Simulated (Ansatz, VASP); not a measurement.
**One calculation of Pb, two programs**

```
Pb
1.0
     3.03861   -1.75032    0.00000
     3.03861    1.75032    0.00000
    -2.11546    0.00000    6.09522
Pb
2
Direct
  0.09149 0.09149 0.27371
  0.91707 0.91707 0.75090
```

Alike in both runs: task single point; functional PBE; k mesh 12 × 12 × 6; occupations gaussian, width 0.05 eV; no spin polarisation.

|  | VASP | Ansatz |
| --- | --- | --- |
| version | VASP 6.6.1 | Ansatz 0.2.0 |
| potentials or method | VASP PAW PBE potentials, release 64 (Pb_d), cutoff 520 eV | scalar-relativistic, plane waves, PAW |
| valence electrons in the cell | 28 | 28 |

Ansatz gave:

| Quantity | Value |
| --- | --- |
| gap on the k mesh at the Fermi level (eV) | none |
| pressure (GPa) | 0.6 |
| traceless stress, the component that is largest in VASP (GPa) | 1.52 |
| rms of the force components (eV/Å) | 0.211 |

What did VASP give for the same quantities?

gap on the k mesh at the Fermi level (eV): none; pressure (GPa): 0.5; traceless stress, the component that is largest in VASP (GPa): 1.52; rms of the force components (eV/Å): 0.213.

Atom by atom the forces differ by 0.001 eV/Å (rms over components). A gap of «none» marks a metal or a gap that the smearing closes.

Spin-orbit coupling is off throughout.
